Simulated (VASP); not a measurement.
A run of VASP 6.6.1:

Contents of INCAR:

```
SYSTEM = Cu
PREC     = Accurate       ! precision mode
ENCUT    = 520            ! plane-wave cutoff, eV
EDIFF    = 1E-6           ! SCF threshold, eV
ISMEAR   = 0              ! smearing method
SIGMA    = 0.1            ! smearing width, eV
LREAL    = .FALSE.        ! projectors in reciprocal space
LASPH    = .TRUE.         ! aspherical terms in the spheres
NELM     = 80             ! most SCF steps
ALGO     = Fast           ! electronic algorithm
ISIF     = 2              ! what is computed and relaxed
LWAVE    = .FALSE.        ! write WAVECAR
LCHARG   = .FALSE.        ! write CHGCAR
NBANDS   = 36             ! bands
```

File KPOINTS:

```
regular mesh
0
G
  6 6 19
  0 0 0
```

Contents of POSCAR:

```
Cu
1.0
    5.6033769384      0.0000007508      0.0072214387
    0.0000007508      5.6033814707     -0.0011651886
   -1.6787657495     -0.5607009944      1.7398438336
Cu
5
Direct
    0.0000000000      0.0000000000      0.0000000000
    0.2000000000      0.4000000000      0.0000000000
    0.4000000000      0.8000000000      0.0000000000
    0.6000000000      0.2000000000      0.0000000000
    0.8000000000      0.6000000000      0.0000000000
```

Potentials or basis: VASP PAW LDA potentials, release 64 (Cu).

The run is started by

```sh
$ cat potpaw_LDA.64/Cu/POTCAR > POTCAR
$ mpirun -np 1 vasp_std > vasp.out
```

Hardware: 1 thread of Intel(R) Xeon(R) 6975P-C (Granite Rapids), with other jobs on the host.

Question: How long does it take, and how much memory?

Answer: It took 6.6 min on 1 thread of Intel(R) Xeon(R) 6975P-C (Granite Rapids) (shared host), peak memory 0.51 GiB. Counts: scf iterations 17, k points 344.
